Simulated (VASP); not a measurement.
# Fe2O3 (Hematite) (R-3c) in VASP: single point with PBE+U

Aim: the single point of Fe2O3 (Hematite) with PBE+U.

Everything below comes from runs of VASP 6.6.1. Logs are shortened: lines on timing, memory, paths and dates and some standing lists are left out, and cuts for length are marked.

## Step 1: The cell of the first run

The structure is trigonal, space group R-3c (No. 167). The conventional cell has a = 5.175 Å, b = 5.175 Å, c = 13.941 Å, α = 90.00°, β = 90.00°, γ = 120.00°. Within 2.7 Å of Fe (site symmetry 3) lie 6 O at 2.01 to 2.14 Å. Within 2.7 Å of O (site symmetry 2) lie 4 Fe at 2.01 to 2.14 Å.

## Step 2: Single point, PBE+U, collinear spin, ferromagnetic start

INCAR

```
PREC = Accurate ; ENCUT = 520
EDIFF = 1E-7 ; ISMEAR = 0
SIGMA = 0.1 ; LREAL = F
LASPH = T ; NELM = 150
ALGO = Normal ; ISIF = 2
LWAVE = F ; LCHARG = F
ISPIN = 2 ; MAGMOM = 4.34 4.34 4.34 4.34 0.41 0.41 0.41 0.41 0.41 0.41
LORBIT = 11 ; LMAXMIX = 4
LDAU = T ; LDAUTYPE = 2
LDAUL = 2 -1 ; LDAUU = 5.3 0
LDAUJ = 0 0 ; LDAUPRINT = 1
GGA = PE ; NBANDS = 49
```

KPOINTS

```
regular mesh
0
Gamma
  6 6 6
```

POSCAR

```
Fe2O3
1.0
    2.5876583389      1.4939852385      4.6469490324
   -2.5876583389      1.4939852385      4.6469490324
    0.0000000000     -2.9879704771      4.6469490324
Fe O
4 6
Direct
    0.3546995449      0.3546995449      0.3546995449
    0.1453004551      0.1453004551      0.1453004551
    0.6453004551      0.6453004551      0.6453004551
    0.8546995449      0.8546995449      0.8546995449
    0.5527022960      0.9472977040      0.2500000000
    0.2500000000      0.5527022960      0.9472977040
    0.9472977040      0.2500000000      0.5527022960
    0.4472977040      0.0527022960      0.7500000000
    0.7500000000      0.4472977040      0.0527022960
    0.0527022960      0.7500000000      0.4472977040
```

Potentials or basis: VASP PAW PBE potentials, release 64 (Fe, O).

The run is started by

```sh
$ cat potpaw_PBE.64/Fe/POTCAR potpaw_PBE.64/O/POTCAR > POTCAR
$ mpirun -np 1 vasp_std > vasp.out
```

OUTCAR:

```text
PREC = Accurate
   ENCUT = 520
   EDIFF = 1E-7
   ISMEAR = 0
   LREAL = F
   LASPH = T
   NELM = 150
   ISIF = 2
   ISPIN = 2
   LORBIT = 11
   GGA = PE

 ion  position               nearest neighbor table
   1  0.355  0.355  0.355-   9 2.01  10 2.01   8 2.01   7 2.14   5 2.14   6 2.14   2 2.92   3 3.05
                             3 3.05   3 3.05
   2  0.145  0.145  0.145-  10 2.01   9 2.01   8 2.01   6 2.14   5 2.14   7 2.14   1 2.92   4 3.05
                             4 3.05   4 3.05
   3  0.645  0.645  0.645-   6 2.01   7 2.01   5 2.01  10 2.14   8 2.14   9 2.14   4 2.92   1 3.05
                             1 3.05   1 3.05
   4  0.855  0.855  0.855-   7 2.01   6 2.01   5 2.01   9 2.14   8 2.14  10 2.14   3 2.92   2 3.05
                             2 3.05   2 3.05
   5  0.553  0.947  0.250-   3 2.01   4 2.01   1 2.14   2 2.14
   6  0.250  0.553  0.947-   3 2.01   4 2.01   2 2.14   1 2.14
   7  0.947  0.250  0.553-   4 2.01   3 2.01   1 2.14   2 2.14
   8  0.447  0.053  0.750-   1 2.01   2 2.01   3 2.14   4 2.14
   9  0.750  0.447  0.053-   1 2.01   2 2.01   4 2.14   3 2.14
  10  0.053  0.750  0.447-   2 2.01   1 2.01   3 2.14   4 2.14

  LATTYP: Found a trigonal (rhomboedric) cell.
 ALAT       =     5.5246812470
 COS(alpha) =     0.5612375920

  Lattice vectors:

 A1 = (   2.5876583389,   1.4939852385,   4.6469490324)
 A2 = (  -2.5876583389,   1.4939852385,   4.6469490324)
 A3 = (   0.0000000000,  -2.9879704771,   4.6469490324)

Analysis of symmetry for initial positions (statically):
=====================================================================
 Subroutine PRICEL returns:
 Original cell was already a primitive cell.

 Routine SETGRP: Setting up the symmetry group for a
 trigonal (rhombohedral) supercell.

 Subroutine GETGRP returns: Found 12 space group operations
 (whereof  6 operations were pure point group operations)
 out of a pool of 12 trial point group operations.

The static configuration has the point symmetry S_6 .
 The point group associated with its full space group is D_3d.

Analysis of symmetry for dynamics (positions and initial velocities):
=====================================================================
 Subroutine PRICEL returns:
 Original cell was already a primitive cell.

 Routine SETGRP: Setting up the symmetry group for a
 trigonal (rhombohedral) supercell.

 Subroutine GETGRP returns: Found 12 space group operations
 (whereof  6 operations were pure point group operations)
 out of a pool of 12 trial point group operations.

The dynamic configuration has the point symmetry S_6 .
 The point group associated with its full space group is D_3d.

Analysis of structural, dynamic, and magnetic symmetry:
=====================================================================
 Subroutine PRICEL returns:
 Original cell was already a primitive cell.

 Routine SETGRP: Setting up the symmetry group for a
 trigonal (rhombohedral) supercell.

 Subroutine GETGRP returns: Found 12 space group operations
 (whereof  6 operations were pure point group operations)
 out of a pool of 12 trial point group operations.

The overall configuration has the point symmetry S_6 .
 The point group associated with its full space group is D_3d.

 Subroutine INISYM returns: Found 12 space group operations
 (whereof  6 operations are pure point group operations),
 and found     1 'primitive' translations

----------------------------------------------------------------------------------------

                                     Primitive cell

  volume of cell :     107.7885

  direct lattice vectors                    reciprocal lattice vectors
     2.587658339  1.493985239  4.646949032     0.193224891  0.111558443  0.071731653
    -2.587658339  1.493985239  4.646949032    -0.193224891  0.111558443  0.071731653
     0.000000000 -2.987970477  4.646949032     0.000000000 -0.223116885  0.071731653

  length of vectors
     5.524681247  5.524681247  5.524681247     0.234364192  0.234364192  0.234364192

  position of ions in fractional coordinates (direct lattice)
     0.354699545  0.354699545  0.354699545
     0.145300455  0.145300455  0.145300455
     0.645300455  0.645300455  0.645300455
     0.854699545  0.854699545  0.854699545
     0.552702296  0.947297704  0.250000000
[... 82 lines left out ...]
   ISTART =      0    job   : 0-new  1-cont  2-samecut
   ICHARG =      2    charge: 1-file 2-atom 10-const
   ISPIN  =      2    spin polarized calculation?
   LNONCOLLINEAR =      F non collinear calculations
   LSORBIT =      F    spin-orbit coupling
   LASPH  =      T    aspherical Exc in radial PAW
   ENCUT  =  520.0 eV  38.22 Ry    6.18 a.u.  10.27 10.27 10.27*2*pi/ulx,y,z
   NELM   =    150;   NELMIN=  2; NELMDL= -5     # of ELM steps
   EDIFF  = 0.1E-06   stopping-criterion for ELM
   LREAL  =      F    real-space projection
   EDIFFG = 0.1E-05   stopping-criterion for IOM
   NSW    =      0    number of steps for IOM
   IBRION =     -1    ionic relax: 0-MD 1-quasi-New 2-CG
   NFREE  =      0    steps in history (QN), initial steepest desc. (CG)
   ISIF   =      2    stress and relaxation
   ISYM   =      2    0-nonsym 1-usesym 2-fastsym
   POTIM  = 0.5000    time-step for ionic-motion
   TEBEG  =    0.0;   TEEND  =   0.0 temperature during run
   PSTRESS=    0.0 pullay stress
   NELECT =      68.0000    total number of electrons
   NUPDOWN=      -1.0000    fix difference up-down
   EMIN   =  10.00;   EMAX   =-10.00  energy-range for DOS
   EFERMI =   0.00;   METHOD = LEGACY
   ISMEAR =     0;   SIGMA  =   0.10  broadening in eV -4-tet -1-fermi 0-gaus
   EFERMI_NEDOS =   21; number of points for ismear=-14 and -15
   IALGO  =     38    algorithm
   IMIX   =      4    mixing-type and parameters
     AMIX     =   0.40;   BMIX     =  1.00
     AMIX_MAG =   1.60;   BMIX_MAG =  1.00
  volume/ion in A,a.u.               =      10.78        72.74
  Fermi-wavevector in a.u.,A,eV,Ry     =   1.404064  2.653297 26.822479  1.971397
  Thomas-Fermi vector in A             =   2.526663
   LORBIT       =     11    0 simple, 1 ext, 2 COOP (PROOUT), +10 PAW based schemes
 LDA+U is selected, type is set to LDAUTYPE =  2
   angular momentum for each species LDAUL =     2   -1
   U (eV)           for each species LDAUU =   5.3  0.0
   J (eV)           for each species LDAUJ =   0.0  0.0
   GGA     = PE    functional components
   LHFCALC =     F    Hartree Fock is set to
   AEXX    =    0.0000 exact exchange contribution
   IVDW    =     0    specifies the selected vdW correction
   LEPSILON=     F    determine dielectric tensor
   LRPA    =     F    only Hartree local field effects (RPA)
 spin polarized calculation
 Gauss-broadening in eV      SIGMA  =   0.10
  energy-cutoff  :      520.00
  volume of cell :      107.79
 maximum number of plane-waves:      2940
 NGX is ok and might be reduce to    42
   NGX = 21   NGY = 21   NGZ = 21

atom =   1  type =  1  l = 2

 onsite density matrix

spin component  1
[... 116 lines left out ...]
  o =  0.0553  v =  0.0000  0.0000  0.0000  0.0000  0.0000  0.6379  0.3847  0.0000  0.4586 -0.4845      0.0000  0.0000  0.0000  0.0000  0.0000  0.0000  0.0000  0.0000  0.0000  0.0000
  o =  0.0553  v =  0.0000  0.0000  0.0000  0.0000  0.0000 -0.4845 -0.4586 -0.0000  0.3847 -0.6379      0.0000  0.0000  0.0000  0.0000  0.0000  0.0000  0.0000  0.0000  0.0000  0.0000
  o =  0.0669  v =  0.0000  0.0000  0.0000  0.0000  0.0000 -0.0000 -0.0000  1.0000  0.0000 -0.0000      0.0000  0.0000  0.0000  0.0000  0.0000  0.0000  0.0000  0.0000  0.0000  0.0000
  o =  0.2645  v =  0.0000  0.0000  0.0000  0.0000  0.0000  0.3920 -0.6456 -0.0000  0.4742  0.4524      0.0000  0.0000  0.0000  0.0000  0.0000  0.0000  0.0000  0.0000  0.0000  0.0000
  o =  0.2645  v =  0.0000  0.0000  0.0000  0.0000  0.0000 -0.4524  0.4742  0.0000  0.6456  0.3920      0.0000  0.0000  0.0000  0.0000  0.0000  0.0000  0.0000  0.0000  0.0000  0.0000
  o =  0.9835  v =  0.6053  0.4191  0.0000  0.4674 -0.4894  0.0000  0.0000  0.0000  0.0000  0.0000      0.0000  0.0000  0.0000  0.0000  0.0000  0.0000  0.0000  0.0000  0.0000  0.0000
  o =  0.9835  v = -0.4894 -0.4674 -0.0000  0.4191 -0.6053  0.0000  0.0000  0.0000  0.0000  0.0000      0.0000  0.0000  0.0000  0.0000  0.0000  0.0000  0.0000  0.0000  0.0000  0.0000
  o =  0.9855  v = -0.0000 -0.0000  1.0000  0.0000 -0.0000  0.0000  0.0000  0.0000  0.0000  0.0000      0.0000  0.0000  0.0000  0.0000  0.0000  0.0000  0.0000  0.0000  0.0000  0.0000
  o =  1.0516  v =  0.4251 -0.6116  0.0000  0.4816  0.4619  0.0000  0.0000  0.0000  0.0000  0.0000      0.0000  0.0000  0.0000  0.0000  0.0000  0.0000  0.0000  0.0000  0.0000  0.0000
  o =  1.0516  v = -0.4619  0.4816 -0.0000  0.6116  0.4251  0.0000  0.0000  0.0000  0.0000  0.0000      0.0000  0.0000  0.0000  0.0000  0.0000  0.0000  0.0000  0.0000  0.0000  0.0000

 number of electron      67.9999992 magnetization      19.9999992

 Free energy of the ion-electron system (eV)
  ---------------------------------------------------
  ext. energy  EPLUGINS =         0.00000000
  ---------------------------------------------------
  free energy    TOTEN  =       -66.13269128 eV

  energy without entropy =      -66.13269128  energy(sigma->0) =      -66.13269128

 E-fermi :   3.3622     XC(G=0): -11.2308

 val. band max:        2.9287780635   @ k =   0.0000   0.0000   0.0000
 cond. band min:       4.6489341194   @ k =  -0.3333   0.3333   0.0000
 fundamental gap:      1.7201560559
 Fermi energy:         3.3622114425

 spin component 1

 k-point     1 :       0.0000    0.0000    0.0000
  band No.  band energies     occupation
      1     -15.4562      1.00000
      2     -14.1924      1.00000
      3     -14.1924      1.00000
      4     -14.0630      1.00000
      5     -14.0630      1.00000
      6     -14.0619      1.00000
[... 2345 lines left out ...]
     45      11.9815      0.00000
     46      12.2320      0.00000

 [... further k-points ...]

 [bands above 46 left out]

------------------------ aborting loop because EDIFF is reached ----------------------------------------

  FORCE on cell =-STRESS in cart. coord.  units (eV):
  Direction    XX          YY          ZZ          XY          YZ          ZX
  --------------------------------------------------------------------------------------
  -------------------------------------------------------------------------------------
  Total       -4.1546163     -4.1546163     -3.5351722      0.0000000      0.0000000      0.0000000
  in kB      -61.7545694    -61.7545694    -52.5471006      0.0000000      0.0000000      0.0000000
  external PRESSURE =     -58.6854131 kB  Pullay stress =       0.0000000 kB

 VOLUME and BASIS-vectors are now :
 -----------------------------------------------------------------------------
  energy-cutoff  :      520.00
  volume of cell :      107.79
      direct lattice vectors                 reciprocal lattice vectors
     2.587658339  1.493985239  4.646949032     0.193224891  0.111558443  0.071731653
    -2.587658339  1.493985239  4.646949032    -0.193224891  0.111558443  0.071731653
     0.000000000 -2.987970477  4.646949032     0.000000000 -0.223116885  0.071731653

 POSITION                                       TOTAL-FORCE (eV/Angst)
 -----------------------------------------------------------------------------------
      0.00000     -0.00000      4.94481         0.000000      0.000000     -0.183418
      0.00000     -0.00000      2.02561         0.000000     -0.000000      0.183418
      0.00000     -0.00000      8.99603         0.000000     -0.000000      0.183418
      0.00000     -0.00000     11.91524         0.000000      0.000000     -0.183418
     -1.02108      1.49399      8.13216         0.048188     -0.000000     -0.000000
     -0.78329     -1.63127      8.13216        -0.024094      0.041732      0.000000
      1.80437      0.13729      8.13216        -0.024094     -0.041732      0.000000
      1.02108     -1.49399      5.80869        -0.048188     -0.000000      0.000000
      0.78329      1.63127      5.80869         0.024094     -0.041732      0.000000
     -1.80437     -0.13729      5.80869         0.024094      0.041732      0.000000
 -----------------------------------------------------------------------------------
    total drift:                               -0.000000     -0.000000      0.000000

  FREE ENERGIE OF THE ION-ELECTRON SYSTEM (eV)
  ---------------------------------------------------
  free  energy   TOTEN  =       -66.1326912787 eV

  energy  without entropy=      -66.1326912787  energy(sigma->0) =      -66.13269128

 total charge

# of ion       s       p       d       tot
------------------------------------------
    1        0.363   0.496   5.738   6.597
    2        0.363   0.496   5.738   6.597
    3        0.363   0.496   5.738   6.597
    4        0.363   0.496   5.738   6.597
    5        1.557   3.463   0.000   5.020
    6        1.557   3.463   0.000   5.020
    7        1.557   3.463   0.000   5.020
    8        1.557   3.463   0.000   5.020
    9        1.557   3.463   0.000   5.020
   10        1.557   3.463   0.000   5.020
--------------------------------------------------
tot         10.791  22.763  22.951  56.506

 magnetization (x)

# of ion       s       p       d       tot
------------------------------------------
    1        0.027   0.039   4.341   4.407
    2        0.027   0.039   4.341   4.407
    3        0.027   0.039   4.341   4.407
    4        0.027   0.039   4.341   4.407
    5        0.019   0.319   0.000   0.337
    6        0.019   0.319   0.000   0.337
    7        0.019   0.319   0.000   0.337
    8        0.019   0.319   0.000   0.337
    9        0.019   0.319   0.000   0.337
   10        0.019   0.319   0.000   0.337
--------------------------------------------------
tot          0.219   2.066  17.365  19.650
```

Run time: 17 min. Hardware: 1 thread of Intel Xeon Platinum 8488C (Sapphire Rapids), shared host; peak memory 0.45 GiB.

What came out:

| Item | Value |
| --- | --- |
| Free energy | -66.1327 eV |
| Pressure | -5.9 GPa |
| Largest force | 0.183 eV/Å |
| Band gap on the k mesh | 1.72 eV, indirect (least direct gap 1.85 eV) |
| Net moment | 20.00 μB per cell |
| Site moments | Fe +4.41; O +0.34 μB |
| Valence electrons inside the program's atomic spheres | Fe 6.60; O 5.02 |

Forces on the atoms (eV/Å):
```
Fe   0.000  0.000 -0.183
Fe   0.000  0.000  0.183
Fe   0.000  0.000  0.183
Fe   0.000  0.000 -0.183
O    0.048  0.000  0.000
O   -0.024  0.042  0.000
O   -0.024 -0.042  0.000
O   -0.048  0.000  0.000
O    0.024 -0.042  0.000
O    0.024  0.042  0.000
```

Levels at points of the mesh, in eV from the valence-band top:
Spin up:
| k point | band 41 | band 42 | band 43 | band 44 | band 45 | band 46 | band 47 | band 48 |
| --- | --- | --- | --- | --- | --- | --- | --- | --- |
| (0.00, 0.00, 0.00) | -0.37 | -0.37 | 0.00 | 0.00 | 4.13 | 8.07 | 9.96 | 10.16 |
| (0.50, 0.00, 0.00) | -0.73 | -0.73 | -0.20 | -0.20 | 7.36 | 7.36 | 8.86 | 8.86 |
| (0.50, 0.50, 0.00) | -0.59 | -0.29 | -0.12 | -0.11 | 7.87 | 7.92 | 9.08 | 9.19 |
| (0.50, 0.50, 0.50) | -0.26 | -0.26 | -0.26 | -0.26 | 6.75 | 6.75 | 10.54 | 10.54 |
Spin down:
| k point | band 20 | band 21 | band 22 | band 23 | band 24 | band 25 | band 26 | band 27 | band 28 | band 29 |
| --- | --- | --- | --- | --- | --- | --- | --- | --- | --- | --- |
| (0.00, 0.00, 0.00) | -1.46 | -1.46 | -0.65 | -0.65 | -0.45 | 1.95 | 1.95 | 2.04 | 2.27 | 2.27 |
| (0.50, 0.00, 0.00) | -1.81 | -1.49 | -1.49 | -0.65 | -0.65 | 1.90 | 1.90 | 2.19 | 2.19 | 2.56 |
| (0.50, 0.50, 0.00) | -1.46 | -1.44 | -1.37 | -1.18 | -0.77 | 1.85 | 1.88 | 1.96 | 2.09 | 2.24 |
| (0.50, 0.50, 0.50) | -1.66 | -1.18 | -1.18 | -1.18 | -1.18 | 2.14 | 2.14 | 2.14 | 2.14 | 2.51 |

Eigenvalues of the final occupation matrices:
| site | spin | trace | eigenvalues |
| --- | --- | --- | --- |
| site 1 d | 1 | 5.06 | 0.98 0.98 0.99 1.05 1.05 |
| site 1 d | 2 | 0.71 | 0.06 0.06 0.07 0.26 0.26 |
| site 2 d | 1 | 5.06 | 0.98 0.98 0.99 1.05 1.05 |
| site 2 d | 2 | 0.71 | 0.06 0.06 0.07 0.26 0.26 |
| site 3 d | 1 | 5.06 | 0.98 0.98 0.99 1.05 1.05 |
| site 3 d | 2 | 0.71 | 0.06 0.06 0.07 0.26 0.26 |
| site 4 d | 1 | 5.06 | 0.98 0.98 0.99 1.05 1.05 |
| site 4 d | 2 | 0.71 | 0.06 0.06 0.07 0.26 0.26 |

Caveat: only a ferromagnetic start was run, and an antiferromagnetic order may lie lower in energy.
